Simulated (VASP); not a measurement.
TaTe2H:

```
Ta Te H
1.0
    -3.26204    3.26204    2.55477
     3.26204   -3.26204    2.55477
     3.26204    3.26204   -2.55477
Ta Te H
1 2 1
Cartesian
  0.0000 0.0000 1.0061
  0.0000 3.2620 2.2613
  3.2620 0.0000 2.2613
  0.0000 0.0000 3.4773
```

The cell was built from a structure type or drawn by symmetry, and may not be a known phase.

- Program: VASP 6.6.1
- Task: relaxation of cell and atoms
- Functional: PBE
- Potentials or basis: VASP PAW PBE potentials, release 64 (Ta_pv, Te, H)
- Cutoff: 600 eV
- k mesh: 4 × 4 × 4
- Occupations: gaussian, width 0.1 eV
- Spin: no spin polarisation

At the start: pressure -1.9 GPa; volume 27.19 Å³/atom.

**Question.** Where does the relaxation end?

**Answer.** Over 41 steps the energy falls by 1573.8 meV/atom and the volume is 20.91 Å³/atom (-23.1 %); space group I4mm (No. 107, to 0.1 Å) before and after.

Step by step:
```csv
step,energy change (eV),largest force (eV/Å),pressure (GPa),volume (Å³)
1,0.0000,0.4911,-1.88,108.74
3,-3.3422,0.8318,-12.79,98.73
5,-4.3536,0.6163,-1.77,80.46
7,-4.2477,0.4302,12.15,71.24
9,-4.5361,0.3001,-0.29,79.30
11,-4.6426,0.7375,-0.03,78.58
13,-4.7338,1.1265,0.06,77.59
15,-4.7537,1.3317,0.98,77.16
17,-4.8175,1.7336,1.54,77.24
19,-4.8260,1.8126,1.85,77.23
21,-5.0188,1.8457,2.06,78.24
23,-5.0835,1.5648,2.76,78.89
25,-5.4927,0.7433,1.66,82.06
27,-5.6825,0.9385,0.21,83.45
29,-5.9780,1.0489,-3.09,86.01
31,-6.0048,1.3267,-3.90,86.77
33,-6.1375,0.8780,1.26,82.30
35,-6.1854,0.6358,1.59,82.26
37,-6.2728,0.8671,1.09,83.63
39,-6.2893,0.1715,-0.62,84.70
41,-6.2951,0.0280,0.18,83.62
```

Final structure:
```
Ta Te H
1.0
    -2.50145    2.50145    3.34111
     2.50145   -2.50145    3.34111
     2.50145    2.50145   -3.34111
Ta Te H
1 2 1
Cartesian
  0.0000 0.0000 1.7474
  0.0000 2.5014 3.2694
  2.5014 0.0000 3.2694
  0.0000 0.0000 3.4917
```

Caveat: the k points lie up to 0.39 Å⁻¹ apart in the final cell, too coarse for converged energies and pressures of a metal; the volume moved by over 15 % at a fixed basis, so the end points are rough.
